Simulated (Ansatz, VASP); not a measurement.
**One calculation of CuO, two programs**

```
Cu O
1.0
     3.17953    0.00000    0.00000
    -1.58977    2.75356    0.00000
     0.00000    0.00000    4.43149
Cu O
2 2
Direct
  0.01436 0.01355 0.00438
  0.97942 0.99493 0.49380
  0.33283 0.66080 0.25024
  0.65334 0.31795 0.74586
```

Change from the starting cell: atoms moved at random, drawn with an rms of 0.05 Å.

Alike in both runs: task single point; functional PBE; k mesh 10 × 10 × 6; occupations fermi-dirac, width 0.05 eV; no spin polarisation.

|  | VASP | Ansatz |
| --- | --- | --- |
| version | VASP 6.6.1 | Ansatz 0.2.0 |
| potentials or method | VASP PAW PBE potentials, release 64 (Cu, O) | Ansatz PAW |
| plane-wave cutoff (eV) | 520 | 420 |
| valence electrons in the cell | 34 | 50 |

VASP gave:

- gap on the k mesh at the Fermi level (eV): none
- pressure (GPa): 7.1
- traceless stress, the component that is largest in VASP (GPa): 31.39
- rms of the force components (eV/Å): 0.446

Task: What did Ansatz give for the same quantities?

Result: gap on the k mesh at the Fermi level (eV): none; pressure (GPa): 6.7; traceless stress, the component that is largest in VASP (GPa): 31.16; rms of the force components (eV/Å): 0.440.

Atom by atom the forces differ by 0.009 eV/Å (rms over components). A gap of «none» marks a metal or a gap that the smearing closes. VASP's potentials hold 34 valence electrons a cell and Ansatz's 50, so a difference there can come from the potentials and not from the codes.
